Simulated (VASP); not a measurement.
# In (I4/mmm) in VASP: further runs, part 2 of 2

VASP 6.6.1. Earlier steps stand in the parts before.

**3. Single point, PBEsol (strain -0.015 along x and y, +0.030 along z)**

Input file INCAR:

```
SYSTEM = In
PREC = Accurate ; ENCUT = 520
EDIFF = 1E-7 ; ISMEAR = 0
SIGMA = 0.15 ; LREAL = .False.
LASPH = .True. ; NELM = 100
ALGO = Fast ; ISIF = 2
LWAVE = .False. ; LCHARG = .True.
GGA = PS ; LELF = .True.
LVHAR = .True. ; NBANDS = 12
```

Input file KPOINTS:

```
regular mesh
0
Gamma
  20 20 20
  0 0 0
```

Input file POSCAR:

```
In
1.0
   -1.6017577500      1.6017577500      2.5481685000
    1.6017577500     -1.6017577500      2.5481685000
    1.6017577500      1.6017577500     -2.5481685000
In
1
Direct
    0.0000000000      0.0000000000      0.0000000000
```

Potentials or basis: VASP PAW PBE potentials, release 64 (In_d).

Started as:

```sh
$ cat potpaw_PBE.64/In_d/POTCAR > POTCAR
$ mpirun -np 1 vasp_std > vasp.out
```

OUTCAR:

```text
SYSTEM = In
   PREC = Accurate
   ENCUT = 520
   EDIFF = 1E-7
   ISMEAR = 0
   LREAL = .False.
   LASPH = .True.
   NELM = 100
   ISIF = 2
   GGA = PS

 ion  position               nearest neighbor table
   1  0.000  0.000  0.000-

  LATTYP: Found a body centered tetragonal cell.
 ALAT       =     3.2035155000
 C/A-ratio  =     1.5908576063

  Lattice vectors:

 A1 = (  -1.6017577500,   1.6017577500,   2.5481685000)
 A2 = (   1.6017577500,  -1.6017577500,   2.5481685000)
 A3 = (   1.6017577500,   1.6017577500,  -2.5481685000)

Analysis of symmetry for initial positions (statically):
=====================================================================
 Subroutine PRICEL returns:
 Original cell was already a primitive cell.

 Routine SETGRP: Setting up the symmetry group for a
 body centered tetragonal supercell.

 Subroutine GETGRP returns: Found 16 space group operations
 (whereof 16 operations were pure point group operations)
 out of a pool of 16 trial point group operations.

The static configuration has the point symmetry D_4h.

Analysis of symmetry for dynamics (positions and initial velocities):
=====================================================================
 Subroutine PRICEL returns:
 Original cell was already a primitive cell.

 Routine SETGRP: Setting up the symmetry group for a
 body centered tetragonal supercell.

 Subroutine GETGRP returns: Found 16 space group operations
 (whereof 16 operations were pure point group operations)
 out of a pool of 16 trial point group operations.

The dynamic configuration has the point symmetry D_4h.

 Subroutine INISYM returns: Found 16 space group operations
 (whereof 16 operations are pure point group operations),
 and found     1 'primitive' translations

----------------------------------------------------------------------------------------

                                     Primitive cell

  volume of cell :      26.1506

  direct lattice vectors                    reciprocal lattice vectors
    -1.601757750  1.601757750  2.548168500     0.000000000  0.312157066  0.196219363
     1.601757750 -1.601757750  2.548168500     0.312157066  0.000000000  0.196219363
     1.601757750  1.601757750 -2.548168500     0.312157066  0.312157066  0.000000000

  length of vectors
     3.409460146  3.409460146  3.409460146     0.368705943  0.368705943  0.441456757

  position of ions in fractional coordinates (direct lattice)
     0.000000000  0.000000000  0.000000000

  ion indices of the primitive-cell ions
   primitive index   ion index
                 1           1

----------------------------------------------------------------------------------------

 KPOINTS: regular mesh

Automatic generation of k-mesh.
 Grid dimensions read from file:
 generate k-points for:   20   20   20

 Generating k-lattice:

  Cartesian coordinates                     Fractional coordinates (reciprocal lattice)
     0.000000000  0.015607853  0.009810968     0.050000000  0.000000000  0.000000000
     0.015607853  0.000000000  0.009810968     0.000000000  0.050000000  0.000000000
     0.015607853  0.015607853  0.000000000     0.000000000  0.000000000  0.050000000

  Length of vectors
     0.018435297  0.018435297  0.022072838

  Shift w.r.t. Gamma in fractional coordinates (k-lattice)
     0.000000000  0.000000000  0.000000000

 Subroutine IBZKPT returns following result:
 ===========================================

 Found    641 irreducible k-points:

 Following reciprocal coordinates:
            Coordinates               Weight
  0.000000  0.000000  0.000000      1.000000
  0.050000  0.000000  0.000000      8.000000
  0.100000 -0.000000  0.000000      8.000000
  0.150000 -0.000000  0.000000      8.000000
  0.200000 -0.000000  0.000000      8.000000
  0.250000  0.000000  0.000000      8.000000
[... 16 lines left out ...]
 -0.400000  0.050000  0.000000     16.000000
 -0.350000  0.050000  0.000000     16.000000
 [... further k-points ...]
   k-points           NKPTS =    641   k-points in BZ     NKDIM =    641   number of bands    NBANDS=     12
   number of dos      NEDOS =    301   number of ions     NIONS =      1
   total plane-waves  NPLWV =  21952
   dimension x,y,z NGX =    28 NGY =   28 NGZ =   28
   dimension x,y,z NGXF=    56 NGYF=   56 NGZF=   56
   ions per type =               1
   NGX,Y,Z   is equivalent  to a cutoff of  13.65, 13.65, 13.65 a.u.
   NGXF,Y,Z  is equivalent  to a cutoff of  27.31, 27.31, 27.31 a.u.
 SYSTEM =  In
   PREC   = accura    normal or accurate (medium, high low for compatibility)
   ISTART =      0    job   : 0-new  1-cont  2-samecut
   ICHARG =      2    charge: 1-file 2-atom 10-const
   ISPIN  =      1    spin polarized calculation?
   LNONCOLLINEAR =      F non collinear calculations
   LSORBIT =      F    spin-orbit coupling
   LASPH  =      T    aspherical Exc in radial PAW
   ENCUT  =  520.0 eV  38.22 Ry    6.18 a.u.   6.34  6.34  6.34*2*pi/ulx,y,z
   NELM   =    100;   NELMIN=  2; NELMDL= -5     # of ELM steps
   EDIFF  = 0.1E-06   stopping-criterion for ELM
   LREAL  =      F    real-space projection
   EDIFFG = 0.1E-05   stopping-criterion for IOM
   NSW    =      0    number of steps for IOM
   IBRION =     -1    ionic relax: 0-MD 1-quasi-New 2-CG
   NFREE  =      0    steps in history (QN), initial steepest desc. (CG)
   ISIF   =      2    stress and relaxation
   ISYM   =      2    0-nonsym 1-usesym 2-fastsym
   POTIM  = 0.5000    time-step for ionic-motion
   TEBEG  =    0.0;   TEEND  =   0.0 temperature during run
   PSTRESS=    0.0 pullay stress
   NELECT =      13.0000    total number of electrons
   NUPDOWN=      -1.0000    fix difference up-down
   EMIN   =  10.00;   EMAX   =-10.00  energy-range for DOS
   EFERMI =   0.00;   METHOD = LEGACY
   ISMEAR =     0;   SIGMA  =   0.15  broadening in eV -4-tet -1-fermi 0-gaus
   EFERMI_NEDOS =   21; number of points for ismear=-14 and -15
   IALGO  =     68    algorithm
   IMIX   =      4    mixing-type and parameters
     AMIX     =   0.40;   BMIX     =  1.00
     AMIX_MAG =   1.60;   BMIX_MAG =  1.00
  volume/ion in A,a.u.               =      26.15       176.47
  Fermi-wavevector in a.u.,A,eV,Ry     =   1.296867  2.450723 22.883139  1.681863
  Thomas-Fermi vector in A             =   2.428296
   LORBIT       =      0    0 simple, 1 ext, 2 COOP (PROOUT), +10 PAW based schemes
   GGA     = PS    functional components
   LHFCALC =     F    Hartree Fock is set to
   AEXX    =    0.0000 exact exchange contribution
   IVDW    =     0    specifies the selected vdW correction
   LEPSILON=     F    determine dielectric tensor
   LRPA    =     F    only Hartree local field effects (RPA)
 non-spin polarized calculation
 RMM-DIIS sequential band-by-band and
 Gauss-broadening in eV      SIGMA  =   0.15
  energy-cutoff  :      520.00
  volume of cell :       26.15
 maximum number of plane-waves:       724
 NGX is ok and might be reduce to    28
   NGX = 13   NGY = 13   NGZ = 13

 number of electron      13.0000003 magnetization

 Free energy of the ion-electron system (eV)
  ---------------------------------------------------
  ext. energy  EPLUGINS =         0.00000000
  ---------------------------------------------------
  free energy    TOTEN  =        -2.98412271 eV

  energy without entropy =       -2.97891166  energy(sigma->0) =       -2.98151718

 E-fermi :   7.3463     XC(G=0): -10.4064

 val. band max:        7.3327199787   @ k =   0.3000   0.1500   0.0500
 cond. band min:       7.3620946610   @ k =   0.3000   0.2000   0.0500
 fundamental gap:      0.0293746822
 Fermi energy:         7.3462688458

 k-point     1 :       0.0000    0.0000    0.0000
  band No.  band energies     occupation
      1      -7.3088      2.00000
      2      -7.1295      2.00000
      3      -7.1295      2.00000
      4      -7.1085      2.00000
      5      -6.9375      2.00000
      6      -2.2099      2.00000
      7      17.8889      0.00000
      8      17.8889      0.00000
      9      18.0903      0.00000
     10      19.0386      0.00000
     11      21.3468      0.00000
     12      21.4888      0.00000
[... 331 lines left out ...]
 k-point    24 :      -0.3500    0.0500    0.0000
  band No.  band energies     occupation
      1      -7.2366      2.00000
      2      -7.2234      2.00000
      3      -7.0937      2.00000
      4      -6.9471      2.00000
      5      -6.9049      2.00000
      6       0.3851      2.00000
      7       7.9181      0.00000
      8      14.5551      0.00000
      9      16.8117      0.00000
     10      18.6746      0.00000
     11      19.1016      0.00000
     12      21.4583      0.00000

 [... further k-points ...]
[... 5 lines left out ...]
  --------------------------------------------------------------------------------------
  -------------------------------------------------------------------------------------
  Total       -0.1542973     -0.1542973     -0.1581498      0.0000000      0.0000000      0.0000000
  in kB       -9.4533805     -9.4533805     -9.6894123      0.0000000      0.0000000      0.0000000
  external PRESSURE =      -9.5320578 kB  Pullay stress =       0.0000000 kB

 VOLUME and BASIS-vectors are now :
 -----------------------------------------------------------------------------
  energy-cutoff  :      520.00
  volume of cell :       26.15
      direct lattice vectors                 reciprocal lattice vectors
    -1.601757750  1.601757750  2.548168500     0.000000000  0.312157066  0.196219363
     1.601757750 -1.601757750  2.548168500     0.312157066  0.000000000  0.196219363
     1.601757750  1.601757750 -2.548168500     0.312157066  0.312157066  0.000000000

 POSITION                                       TOTAL-FORCE (eV/Angst)
 -----------------------------------------------------------------------------------
      0.00000      0.00000      0.00000         0.000000      0.000000     -0.000000
 -----------------------------------------------------------------------------------
    total drift:                                0.000000     -0.000000     -0.000000

  FREE ENERGIE OF THE ION-ELECTRON SYSTEM (eV)
  ---------------------------------------------------
  free  energy   TOTEN  =        -2.9841227073 eV

  energy  without entropy=       -2.9789116609  energy(sigma->0) =       -2.98151718
```

OSZICAR:

```text
N       E                     dE             d eps       ncg     rms          rms(c)
DAV:   1     0.779083960401E+02    0.77908E+02   -0.62855E+03 15664   0.137E+03
DAV:   2     0.721864212292E+00   -0.77187E+02   -0.75096E+02 16144   0.291E+02
DAV:   3    -0.294210915046E+01   -0.36640E+01   -0.36529E+01 18332   0.641E+01
DAV:   4    -0.302345881542E+01   -0.81350E-01   -0.81324E-01 19204   0.951E+00
DAV:   5    -0.302729557647E+01   -0.38368E-02   -0.38366E-02 21376   0.185E+00    0.229E+00
RMM:   6    -0.299114277902E+01    0.36153E-01   -0.46934E-02 18898   0.343E+00    0.118E+00
RMM:   7    -0.298450612330E+01    0.66367E-02   -0.16064E-02 18243   0.164E+00    0.289E-01
RMM:   8    -0.298405914979E+01    0.44697E-03   -0.20226E-03 22413   0.657E-01    0.775E-02
RMM:   9    -0.298411417936E+01   -0.55030E-04   -0.59972E-04 23896   0.243E-01    0.442E-02
RMM:  10    -0.298411685772E+01   -0.26784E-05   -0.14672E-04 21029   0.213E-01    0.720E-03
RMM:  11    -0.298412139900E+01   -0.45413E-05   -0.68483E-05 24625   0.913E-02    0.141E-02
RMM:  12    -0.298412240545E+01   -0.10064E-05   -0.20043E-05 24888   0.524E-02    0.528E-03
RMM:  13    -0.298412297572E+01   -0.57027E-06   -0.33055E-06 23545   0.159E-02    0.134E-02
RMM:  14    -0.298412320209E+01   -0.22637E-06   -0.55380E-07 14524   0.740E-03    0.204E-02
RMM:  15    -0.298412266015E+01    0.54194E-06   -0.83993E-07 19614   0.157E-02    0.148E-03
RMM:  16    -0.298412270727E+01   -0.47123E-07   -0.73615E-08 10340   0.307E-03
   1 F= -.29841227E+01 E0= -.29815172E+01  d E =-.521105E-02
```

stdout:

```text
POSCAR found type information on POSCAR In
 POSCAR found :  1 types and       1 ions
 scaLAPACK will be used
 -----------------------------------------------------------------------------
|                                                                             |
|                                                                             |
|     You enforced a specific xc type in the INCAR file but a different       |
[... 33 lines left out ...]
WARNING in EDDRMM: call to ZHEGV failed, returncode =   6  3     10
WARNING in EDDRMM: call to ZHEGV failed, returncode =   6  3     10
WARNING in EDDRMM: call to ZHEGV failed, returncode =   6  3     10
WARNING in EDDRMM: call to ZHEGV failed, returncode =   6  3     10
WARNING in EDDRMM: call to ZHEGV failed, returncode =   6  3     10
WARNING in EDDRMM: call to ZHEGV failed, returncode =   6  3     12
WARNING in EDDRMM: call to ZHEGV failed, returncode =   6  3     12
```

Run time: 2.2 min. Hardware: 1 thread of Intel Xeon 6975P-C (Granite Rapids), shared host; peak memory 0.31 GiB.

Results:

* Free energy: -2.9841 eV
* Pressure: -1.0 GPa

Caveat: the cell differs from its parent crystal (strain -0.015 along x and y, +0.030 along z); the PAW data sets were made with another functional, which shifts forces and pressure a little; spin-orbit coupling is left out, which moves the levels of the heavy elements.

**4. Single point, PBEsol (strain +0.000 along x and y, +0.015 along z)**

Input file INCAR:

```
PREC = Accurate ; ENCUT = 520
EDIFF = 1E-6 ; ISMEAR = 0
SIGMA = 0.15 ; LREAL = False
LASPH = True ; NELM = 80
ALGO = Fast ; ISIF = 2
LWAVE = False ; LCHARG = True
GGA = PS ; LELF = True
LVHAR = True ; NBANDS = 12
```

Input file KPOINTS:

```
regular mesh
0
Gamma
  20 20 20
```

Input file POSCAR:

```
In
1.0
   -1.6261500000      1.6261500000      2.5110592500
    1.6261500000     -1.6261500000      2.5110592500
    1.6261500000      1.6261500000     -2.5110592500
In
1
Direct
    0.0000000000      0.0000000000      0.0000000000
```

Started as:

```sh
$ cat potpaw_PBE.64/In_d/POTCAR > POTCAR
$ mpirun -np 1 vasp_std > vasp.out
```

Wall time 1.8 min (1 thread of Intel Xeon 6975P-C (Granite Rapids), shared host); peak memory 0.31 GiB.

It converged, with:

```
Free energy : -2.9814 eV
Pressure    : -1.5 GPa
```

Stress tensor (GPa, compression positive):
```
-1.43  0.00  0.00
 0.00 -1.43  0.00
 0.00  0.00 -1.68
```

Levels at points of the mesh, in eV from the Fermi level:
```tsv
k point	band 3	band 4	band 5	band 6	band 7	band 8	band 9	band 10
(0.00, 0.00, 0.00)	-14.47	-14.41	-14.29	-9.45	10.40	10.40	10.58	11.59
(0.50, 0.00, 0.00)	-14.46	-14.22	-14.18	-4.29	-3.31	7.25	9.18	11.09
(0.50, 0.50, 0.00)	-14.22	-14.21	-14.10	-1.86	-1.61	3.40	3.91	6.88
(0.50, 0.50, 0.50)	-14.20	-14.17	-14.17	-3.11	-2.70	4.82	4.82	8.27
```

Caveat: the cell differs from its parent crystal (strain +0.000 along x and y, +0.015 along z); the PAW data sets were made with another functional, which shifts forces and pressure a little; spin-orbit coupling is left out, which moves the levels of the heavy elements.

**5. Overview**

| cell | further INCAR settings | gap on the mesh (eV) | pressure (GPa) |
| --- | --- | --- | --- |
| a = 3.382 Å, angles 123.5, 123.5, 84.1°, 1 atom | ALGO = Fast; EDIFF = 1e-06; NBANDS = 12 | none | -0.3 |
| a = 3.409 Å, angles 124.0, 124.0, 83.3°, 1 atom | ALGO = Fast; EDIFF = 1e-07; NBANDS = 12 | none | -1.0 |
| a = 3.405 Å, angles 122.9, 122.9, 85.0°, 1 atom | ALGO = Fast; EDIFF = 1e-06; NBANDS = 12 | none | -1.5 |

Alike in all rows: task single point; level PBEsol; potentials or basis VASP PAW PBE potentials, release 64 (In_d); no spin polarisation; k mesh 20 × 20 × 20; cutoff (eV) 520; smearing gaussian 0.15 eV.

Caveats: the PAW data sets were made with another functional, which shifts forces and pressure a little; spin-orbit coupling is left out, which moves the levels of the heavy elements.

Total energies depend on the potentials used, so only differences within one code and one set of settings carry meaning.
